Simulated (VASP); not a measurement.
Crystal: Na2S.

```xyz
3
Lattice="0.0000 3.2554 3.2554 3.2554 0.0000 3.2554 3.2554 3.2554 0.0000" Properties=species:S:1:pos:R:3 pbc="T T T"
Na    1.6277    1.6277    1.6277
Na    4.8831    4.8831    4.8831
S     0.0000    0.0000    0.0000
```

Base run:

| Quantity | Value |
| --- | --- |
| Program | VASP 6.6.1 |
| Functional | PBE-based global hybrid |
| Potentials or basis | VASP PAW PBE potentials, release 64 (Na_pv, S) |
| Cutoff | 400 eV |
| k mesh | 4 × 4 × 4 |
| Occupations | gaussian, width 0.01 eV |
| Spin | no spin polarisation |

Its results: band gap on the k mesh 3.20 eV, direct; pressure 0.4 GPa.

Question: The run is repeated on the same cell with these changes: functional from PBE-based global hybrid to PBE-based screened hybrid; share of exact exchange from 0.1 to 0.35. What comes out?

Answer: Band gap on the k mesh 3.64 eV, direct; pressure -0.2 GPa.

Caveats: the PAW data sets were made with another functional, which shifts forces and pressure a little.

